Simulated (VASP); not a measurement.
# Li3SeF (P6_3/mmc) in VASP: single point with PBE

Aim: the single point of Li3SeF with PBE.

All numbers are computed with VASP 6.6.1; they aren't measurements. Logs are shortened: lines on timing, memory, paths and dates and some standing lists are left out, and cuts for length are marked.

## 1. The cell of the first run

The structure is hexagonal, space group P6_3/mmc (No. 194). The conventional cell has a = 5.614 Å, b = 5.614 Å, c = 4.856 Å, α = 90.00°, β = 90.00°, γ = 120.00°. Li (site symmetry mm2) has 2 F at 1.97 Å and 8 Li at 2.70 to 2.92 Å and 4 Se at 2.81 to 2.95 Å within 3.0 Å. Se (site symmetry -6m2) has 12 Li at 2.81 to 2.95 Å and 6 F at 3.46 Å within 3.7 Å. Within 2.6 Å of F (site symmetry -3m) lie 6 Li at 1.97 Å and 2 F at 2.43 Å.

## 2. Single point, PBE

Contents of POSCAR:

```
Li3SeF
1.0
    5.6140507539      0.0000000000      0.0000000000
   -2.8070253770      4.8619105710      0.0000000000
    0.0000000000      0.0000000000      4.8558298242
Li Se F
6 2 2
Direct
    0.8398174646      0.6796349293      0.7500000000
    0.3203650707      0.1601825354      0.7500000000
    0.8398174646      0.1601825354      0.7500000000
    0.1601825354      0.3203650707      0.2500000000
    0.6796349293      0.8398174646      0.2500000000
    0.1601825354      0.8398174646      0.2500000000
    0.3333333333      0.6666666667      0.7500000000
    0.6666666667      0.3333333333      0.2500000000
    0.0000000000      0.0000000000      0.0000000000
    0.0000000000      0.0000000000      0.5000000000
```

Contents of INCAR.step1:

```
SYSTEM = Li3SeF
ALGO     = Normal         ! electronic algorithm
EDIFF    = 1E-6           ! SCF threshold, eV
ENCUT    = 520            ! plane-wave cutoff, eV
GGA      = PE             ! functional
ISIF     = 2              ! what is computed and relaxed
ISMEAR   = 0              ! smearing method
LASPH    = .True.         ! aspherical terms in the spheres
LCHARG   = .True.         ! write CHGCAR
LREAL    = .False.        ! projectors in reciprocal space
LWAVE    = .False.        ! write WAVECAR
NBANDS   = 33             ! bands
NELM     = 100            ! most SCF steps
PREC     = Accurate       ! precision mode
SIGMA    = 0.02           ! smearing width, eV
```

Contents of KPOINTS.step1:

```
k-points
0
Gamma
  6 6 6
  0 0 0
```

Contents of INCAR.step2:

```
SYSTEM = Li3SeF
ALGO     = Normal         ! electronic algorithm
EDIFF    = 1E-6           ! SCF threshold, eV
ENCUT    = 520            ! plane-wave cutoff, eV
GGA      = PE             ! functional
ICHARG   = 11             ! starting density
ISIF     = 2              ! what is computed and relaxed
ISMEAR   = -5             ! smearing method
LASPH    = .True.         ! aspherical terms in the spheres
LCHARG   = .False.        ! write CHGCAR
LORBIT   = 11             ! projections on sites
LREAL    = .False.        ! projectors in reciprocal space
LWAVE    = .False.        ! write WAVECAR
NEDOS    = 2001           ! points of the DOS
NELM     = 100            ! most SCF steps
PREC     = Accurate       ! precision mode
SIGMA    = 0.02           ! smearing width, eV
```

Contents of KPOINTS.step2:

```
k-points
0
Gamma
  9 9 9
  0 0 0
```

Potentials or basis: VASP PAW PBE potentials, release 64 (Li_sv, Se, F).

On the command line:

```bash
> cat potpaw_PBE.64/Li_sv/POTCAR potpaw_PBE.64/Se/POTCAR potpaw_PBE.64/F/POTCAR > POTCAR
> cp INCAR.step1 INCAR
> cp KPOINTS.step1 KPOINTS
> mpirun -np 1 vasp_std > vasp.out
> cp INCAR.step2 INCAR
> cp KPOINTS.step2 KPOINTS
> mpirun -np 1 vasp_std > vasp.out
```

OUTCAR:

```text
SYSTEM = Li3SeF
   EDIFF = 1E-6
   ENCUT = 520
   GGA = PE
   ICHARG = 11
   ISIF = 2
   ISMEAR = -5
   LASPH = .True.
   LORBIT = 11
   LREAL = .False.
   NELM = 100
   PREC = Accurate

 ion  position               nearest neighbor table
   1  0.840  0.680  0.750-   9 1.97  10 1.97
   2  0.320  0.160  0.750-   9 1.97  10 1.97
   3  0.840  0.160  0.750-   9 1.97  10 1.97
   4  0.160  0.320  0.250-   9 1.97  10 1.97
   5  0.680  0.840  0.250-   9 1.97  10 1.97
   6  0.160  0.840  0.250-   9 1.97  10 1.97
   7  0.333  0.667  0.750-
   8  0.667  0.333  0.250-
   9  0.000  0.000  0.000-   2 1.97   5 1.97   4 1.97   1 1.97   3 1.97   6 1.97
  10  0.000  0.000  0.500-   2 1.97   5 1.97   4 1.97   1 1.97   3 1.97   6 1.97

  LATTYP: Found a hexagonal cell.
 ALAT       =     5.6140507539
 C/A-ratio  =     0.8649422738

  Lattice vectors:

 A1 = (   5.6140507539,   0.0000000000,   0.0000000000)
 A2 = (  -2.8070253770,   4.8619105710,   0.0000000000)
 A3 = (   0.0000000000,   0.0000000000,   4.8558298242)

Analysis of symmetry for initial positions (statically):
=====================================================================
 Subroutine PRICEL returns:
 Original cell was already a primitive cell.

 Routine SETGRP: Setting up the symmetry group for a
 hexagonal supercell.

 Subroutine GETGRP returns: Found 24 space group operations
 (whereof 12 operations were pure point group operations)
 out of a pool of 24 trial point group operations.

The static configuration has the point symmetry D_3d.
 The point group associated with its full space group is D_6h.

Analysis of symmetry for dynamics (positions and initial velocities):
=====================================================================
 Subroutine PRICEL returns:
 Original cell was already a primitive cell.

 Routine SETGRP: Setting up the symmetry group for a
 hexagonal supercell.

 Subroutine GETGRP returns: Found 24 space group operations
 (whereof 12 operations were pure point group operations)
 out of a pool of 24 trial point group operations.

The dynamic configuration has the point symmetry D_3d.
 The point group associated with its full space group is D_6h.

 Subroutine INISYM returns: Found 24 space group operations
 (whereof 12 operations are pure point group operations),
 and found     1 'primitive' translations

----------------------------------------------------------------------------------------

                                     Primitive cell

  volume of cell :     132.5399

  direct lattice vectors                    reciprocal lattice vectors
     5.614050754  0.000000000  0.000000000     0.178124503  0.102840230  0.000000000
    -2.807025377  4.861910571  0.000000000     0.000000000  0.205680459  0.000000000
     0.000000000  0.000000000  4.855829824     0.000000000  0.000000000  0.205938024

  length of vectors
     5.614050754  5.614050754  4.855829824     0.205680459  0.205680459  0.205938024

  position of ions in fractional coordinates (direct lattice)
     0.839817465  0.679634929  0.750000000
     0.320365071  0.160182535  0.750000000
     0.839817465  0.160182535  0.750000000
     0.160182535  0.320365071  0.250000000
     0.679634929  0.839817465  0.250000000
     0.160182535  0.839817465  0.250000000
     0.333333333  0.666666667  0.750000000
     0.666666667  0.333333333  0.250000000
     0.000000000  0.000000000  0.000000000
     0.000000000  0.000000000  0.500000000

  ion indices of the primitive-cell ions
   primitive index   ion index
                 1           1
                 2           2
                 3           3
                 4           4
                 5           5
                 6           6
                 7           7
                 8           8
                 9           9
                10          10

----------------------------------------------------------------------------------------

 KPOINTS: k-points

Automatic generation of k-mesh.
 Grid dimensions read from file:
 generate k-points for:    9    9    9

 Generating k-lattice:

  Cartesian coordinates                     Fractional coordinates (reciprocal lattice)
     0.019791611  0.011426692  0.000000000     0.111111111 -0.000000000  0.000000000
     0.000000000  0.022853384  0.000000000     0.000000000  0.111111111  0.000000000
     0.000000000  0.000000000  0.022882003     0.000000000  0.000000000  0.111111111

  Length of vectors
     0.022853384  0.022853384  0.022882003

  Shift w.r.t. Gamma in fractional coordinates (k-lattice)
     0.000000000  0.000000000  0.000000000

 TETIRR: Found    699 inequivalent tetrahedra from     4374

 Subroutine IBZKPT returns following result:
 ===========================================

 Found     60 irreducible k-points:

 Following reciprocal coordinates:
            Coordinates               Weight
  0.000000  0.000000  0.000000      1.000000
  0.111111  0.000000  0.000000      6.000000
  0.222222  0.000000  0.000000      6.000000
  0.333333 -0.000000  0.000000      6.000000
  0.444444  0.000000  0.000000      6.000000
  0.111111  0.111111  0.000000      6.000000
[... 16 lines left out ...]
  0.333333  0.222222  0.111111     24.000000
  0.333333  0.333333  0.111111      4.000000
 [... further k-points ...]
   k-points           NKPTS =     60   k-points in BZ     NKDIM =     60   number of bands    NBANDS=     28
   number of dos      NEDOS =   2001   number of ions     NIONS =     10
   total plane-waves  NPLWV =  63504
   dimension x,y,z NGX =    42 NGY =   42 NGZ =   36
   dimension x,y,z NGXF=    84 NGYF=   84 NGZF=   72
   ions per type =               6   2   2
   NGX,Y,Z   is equivalent  to a cutoff of  12.44, 12.44, 12.33 a.u.
   NGXF,Y,Z  is equivalent  to a cutoff of  24.87, 24.87, 24.65 a.u.
 SYSTEM =  Li3SeF
   PREC   = accura    normal or accurate (medium, high low for compatibility)
   ISTART =      0    job   : 0-new  1-cont  2-samecut
   ICHARG =     11    charge: 1-file 2-atom 10-const
   ISPIN  =      1    spin polarized calculation?
   LNONCOLLINEAR =      F non collinear calculations
   LSORBIT =      F    spin-orbit coupling
   LASPH  =      T    aspherical Exc in radial PAW
   ENCUT  =  520.0 eV  38.22 Ry    6.18 a.u.  10.44 10.44  9.03*2*pi/ulx,y,z
   NELM   =    100;   NELMIN=  2; NELMDL=  0     # of ELM steps
   EDIFF  = 0.1E-05   stopping-criterion for ELM
   LREAL  =      F    real-space projection
   EDIFFG = 0.1E-04   stopping-criterion for IOM
   NSW    =      0    number of steps for IOM
   IBRION =     -1    ionic relax: 0-MD 1-quasi-New 2-CG
   NFREE  =      0    steps in history (QN), initial steepest desc. (CG)
   ISIF   =      2    stress and relaxation
   ISYM   =      2    0-nonsym 1-usesym 2-fastsym
   POTIM  = 0.5000    time-step for ionic-motion
   TEBEG  =    0.0;   TEEND  =   0.0 temperature during run
   PSTRESS=    0.0 pullay stress
   NELECT =      44.0000    total number of electrons
   NUPDOWN=      -1.0000    fix difference up-down
   EMIN   =  10.00;   EMAX   =-10.00  energy-range for DOS
   EFERMI =   0.00;   METHOD = LEGACY
   ISMEAR =    -5;   SIGMA  =   0.02  broadening in eV -4-tet -1-fermi 0-gaus
   EFERMI_NEDOS =   21; number of points for ismear=-14 and -15
   IALGO  =     38    algorithm
   IMIX   =      4    mixing-type and parameters
     AMIX     =   0.40;   BMIX     =  1.00
     AMIX_MAG =   1.60;   BMIX_MAG =  1.00
  volume/ion in A,a.u.               =      13.25        89.44
  Fermi-wavevector in a.u.,A,eV,Ry     =   1.133557  2.142113 17.482835  1.284952
  Thomas-Fermi vector in A             =   2.270260
   LORBIT       =     11    0 simple, 1 ext, 2 COOP (PROOUT), +10 PAW based schemes
   GGA     = PE    functional components
   LHFCALC =     F    Hartree Fock is set to
   AEXX    =    0.0000 exact exchange contribution
   IVDW    =     0    specifies the selected vdW correction
   LEPSILON=     F    determine dielectric tensor
   LRPA    =     F    only Hartree local field effects (RPA)
 non-spin polarized calculation
 Fermi weights with tetrahedron method with Bloechl corrections
  energy-cutoff  :      520.00
  volume of cell :      132.54
 maximum number of plane-waves:      3594
 NGX is ok and might be reduce to    42

 number of electron      43.9999989 magnetization

 Free energy of the ion-electron system (eV)
  ---------------------------------------------------
  ext. energy  EPLUGINS =         0.00000000
  ---------------------------------------------------
  free energy    TOTEN  =       -40.54196888 eV

  energy without entropy =      -40.54196888  energy(sigma->0) =      -40.54196888

 E-fermi :   2.1362     XC(G=0):  -9.0524

 val. band max:        2.1318875257   @ k =   0.0000   0.0000   0.0000
 cond. band min:       5.1488311492   @ k =   0.0000   0.0000   0.0000
 fundamental gap:      3.0169436235
 Fermi energy:         2.1361734609

 k-point     1 :       0.0000    0.0000    0.0000
  band No.  band energies     occupation
      1     -43.1213      2.00000
      2     -43.0904      2.00000
      3     -43.0821      2.00000
      4     -43.0821      2.00000
      5     -43.0693      2.00000
      6     -43.0693      2.00000
[... 20 lines left out ...]
     27       8.8806      0.00000
     28       9.5319      0.00000
[... 683 lines left out ...]
 k-point    24 :       0.3333    0.3333    0.1111
  band No.  band energies     occupation
      1     -43.1124      2.00000
      2     -43.0870      2.00000
      3     -43.0870      2.00000
      4     -43.0839      2.00000
      5     -43.0723      2.00000
      6     -43.0723      2.00000
[... 20 lines left out ...]
     27       8.1646      0.00000
     28       8.1646      0.00000

 [... further k-points ...]

------------------------ aborting loop because EDIFF is reached ----------------------------------------

  FORCE on cell =-STRESS in cart. coord.  units (eV):
  Direction    XX          YY          ZZ          XY          YZ          ZX
  --------------------------------------------------------------------------------------
  -------------------------------------------------------------------------------------
  Total       -0.0985045     -0.0985045     -0.0651499      0.0000000      0.0000000     -0.0000000
  in kB       -1.1907485     -1.1907485     -0.7875486      0.0000000      0.0000000     -0.0000000
  external PRESSURE =      -1.0563485 kB  Pullay stress =       0.0000000 kB

 VOLUME and BASIS-vectors are now :
 -----------------------------------------------------------------------------
  energy-cutoff  :      520.00
  volume of cell :      132.54
      direct lattice vectors                 reciprocal lattice vectors
     5.614050754  0.000000000  0.000000000     0.178124503  0.102840230  0.000000000
    -2.807025377  4.861910571  0.000000000     0.000000000  0.205680459  0.000000000
     0.000000000  0.000000000  4.855829824     0.000000000  0.000000000  0.205938024

 POSITION                                       TOTAL-FORCE (eV/Angst)
 -----------------------------------------------------------------------------------
      2.80703      3.30432      3.64187         0.000000     -0.007714     -0.000000
      1.34891      0.77879      3.64187         0.006680      0.003857      0.000000
      4.26514      0.77879      3.64187        -0.006680      0.003857      0.000000
      0.00000      1.55759      1.21396        -0.000000      0.007714      0.000000
      1.45812      4.08312      1.21396        -0.006680     -0.003857     -0.000000
     -1.45812      4.08312      1.21396         0.006680     -0.003857      0.000000
     -0.00000      3.24127      3.64187        -0.000000     -0.000000      0.000000
      2.80703      1.62064      1.21396        -0.000000     -0.000000      0.000000
      0.00000      0.00000      0.00000         0.000000     -0.000000      0.000000
      0.00000      0.00000      2.42791         0.000000     -0.000000      0.000000
 -----------------------------------------------------------------------------------
    total drift:                               -0.000001      0.000000     -0.000000

  FREE ENERGIE OF THE ION-ELECTRON SYSTEM (eV)
  ---------------------------------------------------
  free  energy   TOTEN  =       -40.5419688817 eV

  energy  without entropy=      -40.5419688817  energy(sigma->0) =      -40.54196888

 total charge

# of ion       s       p       d       tot
------------------------------------------
    1        2.014   0.045   0.000   2.059
    2        2.014   0.045   0.000   2.059
    3        2.014   0.045   0.000   2.059
    4        2.014   0.045   0.000   2.059
    5        2.014   0.045   0.000   2.059
    6        2.014   0.045   0.000   2.059
    7        1.429   2.439   0.005   3.873
    8        1.429   2.439   0.005   3.873
    9        1.734   4.413   0.000   6.146
   10        1.734   4.413   0.000   6.146
--------------------------------------------------
tot         18.409  13.976   0.010  32.394
```

Run time: 3.8 min. Hardware: 1 thread of Intel Xeon Platinum 8488C (Sapphire Rapids), shared host; peak memory 0.34 GiB.

What came out:

```
Valence electrons inside the program's atomic spheres : Li 2.06; Se 3.87; F 6.15
```

Levels at points of the mesh, in eV from the valence-band top:
```csv
k point,band 19,band 20,band 21,band 22,band 23,band 24,band 25,band 26
"(0.00, 0.00, 0.00)",-1.98,-0.47,-0.47,0.00,3.02,3.14,6.26,6.75
```

Caveat: the cutoff is under 1.25 times the usual one of these potentials, so pressure, stress and relaxed cells hold a basis-set (Pulay) error.
